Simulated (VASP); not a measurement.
# Ta (Fm-3m) in VASP: a series of runs

Ta is run at these levels: PBE; tasks: relaxation of cell and atoms.

Everything below comes from runs of VASP 6.6.1. Logs are shortened: lines on timing, memory, paths and dates and some standing lists are left out, and cuts for length are marked.

**1. The cell of the first run**

The structure is cubic, space group Fm-3m (No. 225). Conventional cell: a = 4.160 Å, b = 4.160 Å, c = 4.160 Å, α = 90.00°, β = 90.00°, γ = 90.00°. Within 3.9 Å of Ta (site symmetry m-3m) lie 12 Ta at 2.94 Å.

This isn't the form of Ta at room conditions, which is bcc.

**2. Relaxation of cell and atoms, PBE**

INCAR reads:

```
ALGO = Normal
EDIFF = 1E-7
EDIFFG = -0.01
ENCUT = 500
GGA = PE
GGA_COMPAT = F
IBRION = 2
ISIF = 3
ISMEAR = -1
LASPH = T
LCHARG = F
LREAL = F
LWAVE = F
NELM = 120
NELMIN = 4
NSW = 80
PREC = Accurate
SIGMA = 0.05
```

KPOINTS reads:

```
k-points
0
Gamma
  19 19 19
```

POSCAR reads:

```
Ta
1.0
    0.0000000000      2.0800000000      2.0800000000
    2.0800000000      0.0000000000      2.0800000000
    2.0800000000      2.0800000000      0.0000000000
Ta
1
Direct
    0.0000000000      0.0000000000      0.0000000000
```

Potentials or basis: VASP PAW PBE potentials, release 64 (Ta_pv).

Started as:

```console
$ cat potpaw_PBE.64/Ta_pv/POTCAR > POTCAR
$ mpirun -np 1 vasp_std > vasp.out
```

OUTCAR:

```text
EDIFF = 1E-7
   EDIFFG = -0.01
   ENCUT = 500
   GGA = PE
   IBRION = 2
   ISIF = 3
   ISMEAR = -1
   LASPH = T
   LREAL = F
   NELM = 120
   NELMIN = 4
   NSW = 80
   PREC = Accurate

 ion  position               nearest neighbor table
   1  0.000  0.000  0.000-

  LATTYP: Found a face centered cubic cell.
 ALAT       =     4.1600000000

  Lattice vectors:

 A1 = (   0.0000000000,   2.0800000000,   2.0800000000)
 A2 = (   2.0800000000,   0.0000000000,   2.0800000000)
 A3 = (   2.0800000000,   2.0800000000,   0.0000000000)

Analysis of symmetry for initial positions (statically):
=====================================================================
 Subroutine PRICEL returns:
 Original cell was already a primitive cell.

 Routine SETGRP: Setting up the symmetry group for a
 face centered cubic supercell.

 Subroutine GETGRP returns: Found 48 space group operations
 (whereof 48 operations were pure point group operations)
 out of a pool of 48 trial point group operations.

The static configuration has the point symmetry O_h .

Analysis of symmetry for dynamics (positions and initial velocities):
=====================================================================
 Subroutine PRICEL returns:
 Original cell was already a primitive cell.

 Routine SETGRP: Setting up the symmetry group for a
 face centered cubic supercell.

 Subroutine GETGRP returns: Found 48 space group operations
 (whereof 48 operations were pure point group operations)
 out of a pool of 48 trial point group operations.

The dynamic configuration has the point symmetry O_h .

 Subroutine INISYM returns: Found 48 space group operations
 (whereof 48 operations are pure point group operations),
 and found     1 'primitive' translations

----------------------------------------------------------------------------------------

                                     Primitive cell

  volume of cell :      17.9978

  direct lattice vectors                    reciprocal lattice vectors
     0.000000000  2.080000000  2.080000000    -0.240384615  0.240384615  0.240384615
     2.080000000  0.000000000  2.080000000     0.240384615 -0.240384615  0.240384615
     2.080000000  2.080000000  0.000000000     0.240384615  0.240384615 -0.240384615

  length of vectors
     2.941564210  2.941564210  2.941564210     0.416358367  0.416358367  0.416358367

  position of ions in fractional coordinates (direct lattice)
     0.000000000  0.000000000  0.000000000

  ion indices of the primitive-cell ions
   primitive index   ion index
                 1           1

----------------------------------------------------------------------------------------

 KPOINTS: k-points

Automatic generation of k-mesh.
 Grid dimensions read from file:
 generate k-points for:   19   19   19

 Generating k-lattice:

  Cartesian coordinates                     Fractional coordinates (reciprocal lattice)
    -0.012651822  0.012651822  0.012651822     0.052631579  0.000000000  0.000000000
     0.012651822 -0.012651822  0.012651822     0.000000000  0.052631579  0.000000000
     0.012651822  0.012651822 -0.012651822     0.000000000  0.000000000  0.052631579

  Length of vectors
     0.021913598  0.021913598  0.021913598

  Shift w.r.t. Gamma in fractional coordinates (k-lattice)
     0.000000000  0.000000000  0.000000000

 Subroutine IBZKPT returns following result:
 ===========================================

 Found    220 irreducible k-points:

 Following reciprocal coordinates:
            Coordinates               Weight
  0.000000  0.000000  0.000000      1.000000
  0.052632  0.000000  0.000000      8.000000
  0.105263  0.000000  0.000000      8.000000
  0.157895  0.000000  0.000000      8.000000
  0.210526  0.000000  0.000000      8.000000
  0.263158  0.000000  0.000000      8.000000
[... 16 lines left out ...]
 -0.315789  0.052632  0.000000     24.000000
 -0.263158  0.052632  0.000000     24.000000
 [... further k-points ...]
   k-points           NKPTS =    220   k-points in BZ     NKDIM =    220   number of bands    NBANDS=      9
   number of dos      NEDOS =    301   number of ions     NIONS =      1
   total plane-waves  NPLWV =  13824
   dimension x,y,z NGX =    24 NGY =   24 NGZ =   24
   dimension x,y,z NGXF=    48 NGYF=   48 NGZF=   48
   ions per type =               1
   NGX,Y,Z   is equivalent  to a cutoff of  13.56, 13.56, 13.56 a.u.
   NGXF,Y,Z  is equivalent  to a cutoff of  27.13, 27.13, 27.13 a.u.
 SYSTEM =  unknown system
   PREC   = accura    normal or accurate (medium, high low for compatibility)
   ISTART =      0    job   : 0-new  1-cont  2-samecut
   ICHARG =      2    charge: 1-file 2-atom 10-const
   ISPIN  =      1    spin polarized calculation?
   LNONCOLLINEAR =      F non collinear calculations
   LSORBIT =      F    spin-orbit coupling
   LASPH  =      T    aspherical Exc in radial PAW
   ENCUT  =  500.0 eV  36.75 Ry    6.06 a.u.   5.36  5.36  5.36*2*pi/ulx,y,z
   NELM   =    120;   NELMIN=  4; NELMDL= -5     # of ELM steps
   EDIFF  = 0.1E-06   stopping-criterion for ELM
   LREAL  =      F    real-space projection
   EDIFFG = -.1E-01   stopping-criterion for IOM
   NSW    =     80    number of steps for IOM
   IBRION =      2    ionic relax: 0-MD 1-quasi-New 2-CG
   NFREE  =      1    steps in history (QN), initial steepest desc. (CG)
   ISIF   =      3    stress and relaxation
   ISYM   =      2    0-nonsym 1-usesym 2-fastsym
   POTIM  = 0.5000    time-step for ionic-motion
   TEBEG  =    0.0;   TEEND  =   0.0 temperature during run
   PSTRESS=    0.0 pullay stress
   NELECT =      11.0000    total number of electrons
   NUPDOWN=      -1.0000    fix difference up-down
   EMIN   =  10.00;   EMAX   =-10.00  energy-range for DOS
   EFERMI =   0.00;   METHOD = LEGACY
   ISMEAR =    -1;   SIGMA  =   0.05  broadening in eV -4-tet -1-fermi 0-gaus
   EFERMI_NEDOS =   21; number of points for ismear=-14 and -15
   IALGO  =     38    algorithm
   IMIX   =      4    mixing-type and parameters
     AMIX     =   0.40;   BMIX     =  1.00
     AMIX_MAG =   1.60;   BMIX_MAG =  1.00
  volume/ion in A,a.u.               =      18.00       121.46
  Fermi-wavevector in a.u.,A,eV,Ry     =   1.389310  2.625415 26.261712  1.930181
  Thomas-Fermi vector in A             =   2.513353
   LORBIT       =      0    0 simple, 1 ext, 2 COOP (PROOUT), +10 PAW based schemes
   GGA     = PE    functional components
   LHFCALC =     F    Hartree Fock is set to
   AEXX    =    0.0000 exact exchange contribution
   IVDW    =     0    specifies the selected vdW correction
   LEPSILON=     F    determine dielectric tensor
   LRPA    =     F    only Hartree local field effects (RPA)
 conjugate gradient relaxation of ions
 non-spin polarized calculation
  energy-cutoff  :      500.00
  volume of cell :       18.00
 maximum number of plane-waves:       471
 NGX is ok and might be reduce to    24
   NGX = 11   NGY = 11   NGZ = 11

--------------------------------------- Ionic step        1  -------------------------------------------

 number of electron      11.0000001 magnetization

 Free energy of the ion-electron system (eV)
  ---------------------------------------------------
  ext. energy  EPLUGINS =         0.00000000
  ---------------------------------------------------
  free energy    TOTEN  =       -11.55346396 eV

  energy without entropy =      -11.54305110  energy(sigma->0) =      -11.54825753

------------------------ aborting loop because EDIFF is reached ----------------------------------------

  FORCE on cell =-STRESS in cart. coord.  units (eV):
  Direction    XX          YY          ZZ          XY          YZ          ZX
  --------------------------------------------------------------------------------------
  -------------------------------------------------------------------------------------
  Total        1.0754461      1.0754461      1.0754461      0.0000000     -0.0000000      0.0000000
  in kB       95.7368717     95.7368717     95.7368717      0.0000000     -0.0000000      0.0000000
  external PRESSURE =      95.7368717 kB  Pullay stress =       0.0000000 kB
[... 90 lines left out ...]
  energy  without entropy=      -11.5673059582  energy(sigma->0) =      -11.57250896

--------------------------------------- Ionic step        4  -------------------------------------------

 number of electron      11.0000001 magnetization

 Free energy of the ion-electron system (eV)
  ---------------------------------------------------
  ext. energy  EPLUGINS =         0.00000000
  ---------------------------------------------------
  free energy    TOTEN  =       -11.57774460 eV

  energy without entropy =      -11.56734101  energy(sigma->0) =      -11.57254281

 E-fermi :   5.4913     XC(G=0): -12.3927

 val. band max:        5.4888778488   @ k =  -0.4211   0.2105   0.0526
 cond. band min:       5.4933737628   @ k =   0.3684   0.2105   0.0526
 fundamental gap:      0.0044959140
 Fermi energy:         5.4912690588

 k-point     1 :       0.0000    0.0000    0.0000
  band No.  band energies     occupation
      1     -28.1476      2.00000
      2     -28.1476      2.00000
      3     -28.1476      2.00000
      4      -2.6176      2.00000
      5       5.9433      0.00024
      6       5.9433      0.00024
      7       5.9433      0.00024
      8       8.9255      0.00000
      9       8.9255      0.00000
[... 265 lines left out ...]
 k-point    24 :      -0.2632    0.0526    0.0000
  band No.  band energies     occupation
      1     -28.7613      2.00000
      2     -28.2599      2.00000
      3     -28.2180      2.00000
      4      -0.0683      2.00000
      5       4.7057      2.00000
      6       6.1865      0.00000
      7       6.3439      0.00000
      8       8.8126      0.00000
      9       9.7638      0.00000

 [... further k-points ...]

------------------------ aborting loop because EDIFF is reached ----------------------------------------

  FORCE on cell =-STRESS in cart. coord.  units (eV):
  Direction    XX          YY          ZZ          XY          YZ          ZX
  --------------------------------------------------------------------------------------
  -------------------------------------------------------------------------------------
  Total       -0.0018586     -0.0018586     -0.0018586      0.0000000     -0.0000000      0.0000000
  in kB       -0.1580318     -0.1580318     -0.1580318      0.0000000     -0.0000000      0.0000000
  external PRESSURE =      -0.1580318 kB  Pullay stress =       0.0000000 kB
[... 16 lines left out ...]
  FREE ENERGIE OF THE ION-ELECTRON SYSTEM (eV)
  ---------------------------------------------------
  free  energy   TOTEN  =       -11.5777446014 eV

  energy  without entropy=      -11.5673410135  energy(sigma->0) =      -11.57254281

 reached required accuracy - stopping structural energy minimisation
```

Wall time 53 s (1 thread of Intel Xeon Platinum 8375C at 2.90GHz (Ice Lake), shared host); peak memory 0.18 GiB.

What came out:

- Free energy: -11.5777 eV
- Relaxed volume: 18.84 Å³/atom
- Relaxed cell: a = 2.987 Å, b = 2.987 Å, c = 2.987 Å, α = 60.00°, β = 60.00°, γ = 60.00°
- Space group after relaxing (to 0.1 Å): Fm-3m (No. 225)
- Energy gained by relaxing: 24.3 meV/atom
- Ionic steps: 4
- Pressure after relaxing: 0.0 GPa
- Band gap on the k mesh: zero (an odd number of electrons rules out a gap without spin polarisation)

The path:
| step | energy change (eV) | largest force (eV/Å) | pressure (GPa) | volume (Å³) |
| --- | --- | --- | --- | --- |
| 1 | 0.0000 | 0.0000 | 9.57 | 18.00 |
| 2 | 0.0950 | 0.0000 | -16.66 | 20.95 |
| 3 | -0.0242 | 0.0000 | -0.32 | 18.87 |
| 4 | -0.0243 | 0.0000 | -0.02 | 18.84 |

Final structure:
```xyz
1
Lattice="0.0000 2.1121 2.1121 2.1121 0.0000 2.1121 2.1121 2.1121 0.0000" Properties=species:S:1:pos:R:3 pbc="T T T"
Ta    0.0000    0.0000    0.0000
```

Caveat: spin-orbit coupling is left out, which moves the levels of the heavy elements.

**3. Relaxation of cell and atoms, PBE, target pressure 20 GPa, at which the enthalpy is minimised**

INCAR reads:

```
PREC = Accurate
ENCUT = 500
EDIFF = 1E-7
ISMEAR = -1
SIGMA = 0.05
LREAL = False
LASPH = True
NELM = 120
ALGO = Normal
ISIF = 3
LWAVE = False
LCHARG = False
GGA = PE
IBRION = 2
NSW = 80
EDIFFG = -0.01
PSTRESS = 200.0
GGA_COMPAT = False
NELMIN = 4
```

KPOINTS reads:

```
Automatic mesh
0
Gamma
  19 19 19
```

POSCAR is that of step 2.

Potentials or basis: VASP PAW PBE potentials, release 64 (Ta_pv).

Started as:

```console
$ cat potpaw_PBE.64/Ta_pv/POTCAR > POTCAR
$ mpirun -np 1 vasp_std > vasp.out
```

Run time: 50 s. Hardware: 1 thread of Intel Xeon Platinum 8375C at 2.90GHz (Ice Lake), shared host; peak memory 0.17 GiB.

It converged, with:

| Quantity | Value |
| --- | --- |
| Free energy | -11.4850 eV |
| Relaxed volume | 17.25 Å³/atom |
| Relaxed cell | a = 2.900 Å, b = 2.900 Å, c = 2.900 Å, α = 60.00°, β = 60.00°, γ = 60.00° |
| Space group after relaxing (to 0.1 Å) | Fm-3m (No. 225) |
| Energy change on relaxing (the run minimises the enthalpy) | +68.5 meV/atom |
| Ionic steps | 4 |
| Pressure after relaxing | 19.9 GPa |
| Band gap on the k mesh | zero (an odd number of electrons rules out a gap without spin polarisation) |

Step by step:
| step | energy change (eV) | largest force (eV/Å) | pressure (GPa) | volume (Å³) |
| --- | --- | --- | --- | --- |
| 1 | 0.0000 | 0.0000 | 9.57 | 18.00 |
| 2 | 0.5921 | 0.0000 | 62.90 | 15.12 |
| 3 | 0.0643 | 0.0000 | 19.42 | 17.28 |
| 4 | 0.0685 | 0.0000 | 19.94 | 17.25 |

Final structure:
```yaml
crystal:
  lattice:
    - [0.00000, 2.05062, 2.05062]
    - [2.05062, 0.00000, 2.05062]
    - [2.05062, 2.05062, 0.00000]
  atoms:
    - { symbol: Ta, position: [0.00000, 0.00000, 0.00000] }
```

Levels at points of the mesh, in eV from the Fermi level:
| k point | band 2 | band 3 | band 4 | band 5 | band 6 | band 7 | band 8 | band 9 |
| --- | --- | --- | --- | --- | --- | --- | --- | --- |
| (0.00, 0.00, 0.00) | -33.32 | -33.32 | -8.50 | 0.40 | 0.40 | 0.40 | 3.76 | 3.76 |

Caveat: the cell is relaxed towards a set pressure, so the run minimises the enthalpy, not the energy; spin-orbit coupling is left out, which moves the levels of the heavy elements.

**4. Relaxation of cell and atoms, PBE, target pressure 40 GPa, at which the enthalpy is minimised**

INCAR reads:

```
  PREC = Accurate
  ENCUT = 500
  EDIFF = 1E-7
  ISMEAR = -1
  SIGMA = 0.05
  LREAL = F
  LASPH = T
  NELM = 120
  ALGO = Normal
  ISIF = 3
  LWAVE = F
  LCHARG = F
  GGA = PE
  IBRION = 2
  NSW = 80
  EDIFFG = -0.01
  PSTRESS = 400.0
  GGA_COMPAT = F
  NELMIN = 4
```

KPOINTS reads:

```
regular mesh
0
Gamma
  19 19 19
```

POSCAR is that of step 3.

Started as:

```console
$ cat potpaw_PBE.64/Ta_pv/POTCAR > POTCAR
$ mpirun -np 1 vasp_std > vasp.out
```

It took 74 s on 1 thread of Intel Xeon Platinum 8375C at 2.90GHz (Ice Lake), shared host; peak memory 0.18 GiB.

It converged, with:

```yaml
Free_energy: -11.2742 eV
Relaxed_volume: 16.10 Å³/atom
Relaxed_cell: a = 2.834 Å, b = 2.834 Å, c = 2.834 Å, α = 60.00°, β = 60.00°, γ = 60.00°
Space_group_after_relaxing_to_0.1_Å: Fm-3m (No. 225)
Energy_change_on_relaxing_the_run_minimises_the_enthalpy: +279.2 meV/atom
Ionic_steps: 5
Pressure_after_relaxing: 40.0 GPa
Band_gap_on_the_k_mesh: zero (an odd number of electrons rules out a gap without spin polarisation)
```

Step by step:
| step | energy change (eV) | largest force (eV/Å) | pressure (GPa) | volume (Å³) |
| --- | --- | --- | --- | --- |
| 1 | 0.0000 | 0.0000 | 9.57 | 18.00 |
| 2 | 5.3061 | 0.0000 | 324.82 | 10.48 |
| 3 | 0.2052 | 0.0000 | 33.75 | 16.42 |
| 4 | 0.2559 | 0.0000 | 38.10 | 16.20 |
| 5 | 0.2792 | 0.0000 | 40.01 | 16.10 |

Final structure:
```cif
data_structure
_symmetry_space_group_name_H-M 'P 1'
_symmetry_Int_Tables_number 1
_cell_length_a 2.8343
_cell_length_b 2.8343
_cell_length_c 2.8343
_cell_angle_alpha 60.000
_cell_angle_beta 60.000
_cell_angle_gamma 60.000
_cell_volume 16.10
loop_
_atom_site_label
_atom_site_type_symbol
_atom_site_fract_x
_atom_site_fract_y
_atom_site_fract_z
_atom_site_occupancy
Ta1 Ta 0.00000 0.00000 0.00000 1
```

Levels at points of the mesh, in eV from the Fermi level:
```tsv
k point	band 2	band 3	band 4	band 5	band 6	band 7	band 8	band 9
(0.00, 0.00, 0.00)	-33.08	-33.08	-8.79	0.33	0.33	0.33	4.01	4.01
```

Caveat: the cell is relaxed towards a set pressure, so the run minimises the enthalpy, not the energy; spin-orbit coupling is left out, which moves the levels of the heavy elements.

**5. Relaxation of cell and atoms, PBE, target pressure 60 GPa, at which the enthalpy is minimised**

INCAR reads:

```
SYSTEM = Ta
PREC = Accurate
ENCUT = 500
EDIFF = 1E-7
ISMEAR = -1
SIGMA = 0.05
LREAL = .FALSE.
LASPH = .TRUE.
NELM = 120
ALGO = Normal
ISIF = 3
LWAVE = .FALSE.
LCHARG = .FALSE.
GGA = PE
IBRION = 2
NSW = 80
EDIFFG = -0.01
PSTRESS = 600.0
GGA_COMPAT = .FALSE.
NELMIN = 4
```

KPOINTS reads:

```
Automatic mesh
0
G
  19 19 19
  0 0 0
```

POSCAR is that of step 4.

Started as:

```console
$ cat potpaw_PBE.64/Ta_pv/POTCAR > POTCAR
$ mpirun -np 1 vasp_std > vasp.out
```

It took 2.9 min on 1 thread of Intel Xeon Platinum 8375C at 2.90GHz (Ice Lake), shared host; peak memory 0.18 GiB.

The run converged. Its results:

| Quantity | Value |
| --- | --- |
| Free energy | -11.0039 eV |
| Relaxed volume | 15.23 Å³/atom |
| Relaxed cell | a = 2.782 Å, b = 2.782 Å, c = 2.782 Å, α = 60.00°, β = 60.00°, γ = 60.00° |
| Space group after relaxing (to 0.1 Å) | Fm-3m (No. 225) |
| Energy change on relaxing (the run minimises the enthalpy) | +549.5 meV/atom |
| Ionic steps | 16 |
| Pressure after relaxing | 60.0 GPa |
| Band gap on the k mesh | zero (an odd number of electrons rules out a gap without spin polarisation) |

Step by step:
| step | energy change (eV) | largest force (eV/Å) | pressure (GPa) | volume (Å³) |
| --- | --- | --- | --- | --- |
| 1 | 0.0000 | 0.0000 | 9.57 | 18.00 |
| 2 | 20.3028 | 0.0000 | 1290.82 | 6.91 |
| 3 | 0.3315 | 0.0000 | 44.15 | 15.90 |
| 4 | 0.4302 | 0.0000 | 51.57 | 15.57 |
| 5 | 0.5516 | 0.0000 | 60.15 | 15.22 |
| 6 | 0.5321 | 0.0000 | 58.80 | 15.27 |
| 7 | 0.5337 | 0.0000 | 58.91 | 15.27 |
| 8 | 0.5384 | 0.0000 | 59.24 | 15.26 |
| 9 | 0.5385 | 0.0000 | 59.24 | 15.26 |
| 10 | 0.5388 | 0.0000 | 59.26 | 15.26 |
| 11 | 0.5393 | 0.0000 | 59.29 | 15.25 |
| 12 | 0.5402 | 0.0000 | 59.36 | 15.25 |
| 13 | 0.5422 | 0.0000 | 59.49 | 15.25 |
| 14 | 0.5461 | 0.0000 | 59.76 | 15.24 |
| 15 | 0.5539 | 0.0000 | 60.30 | 15.22 |
| 16 | 0.5495 | 0.0000 | 60.00 | 15.23 |

Final structure:
```
CELL_PARAMETERS angstrom
0.00000 1.96726 1.96726
1.96726 0.00000 1.96726
1.96726 1.96726 0.00000
ATOMIC_POSITIONS crystal
Ta 0.00000 0.00000 0.00000
```

Levels at points of the mesh, in eV from the Fermi level:
| k point | band 3 | band 4 | band 5 | band 6 | band 7 | band 8 |
| --- | --- | --- | --- | --- | --- | --- |
| (0.00, 0.00, 0.00) | -32.89 | -9.02 | 0.25 | 0.25 | 0.25 | 4.21 |

Caveat: the cell is relaxed towards a set pressure, so the run minimises the enthalpy, not the energy; the volume moved by over 15 % at a fixed basis, so the end points are rough; spin-orbit coupling is left out, which moves the levels of the heavy elements.

**6. Overview**

```csv
cell,gap on the mesh (eV),pressure (GPa)
relaxed,none,0.0
relaxed to 20 GPa,none,19.9
relaxed to 40 GPa,none,40.0
relaxed to 60 GPa,none,60.0
```

Alike in all rows: task relaxation of cell and atoms; level PBE; potentials or basis VASP PAW PBE potentials, release 64 (Ta_pv); no spin polarisation; k mesh 19 × 19 × 19; cutoff (eV) 500; smearing fermi-dirac 0.05 eV.

Caveats: spin-orbit coupling is left out, which moves the levels of the heavy elements; the cell is relaxed towards a set pressure, so the run minimises the enthalpy, not the energy (at least some runs); the volume moved by over 15 % at a fixed basis, so the end points are rough (at least some runs).

Absolute energies hang on the potentials; compare differences alone.

The gap in the log of VASP goes by the Fermi energy; the results here count the filled bands.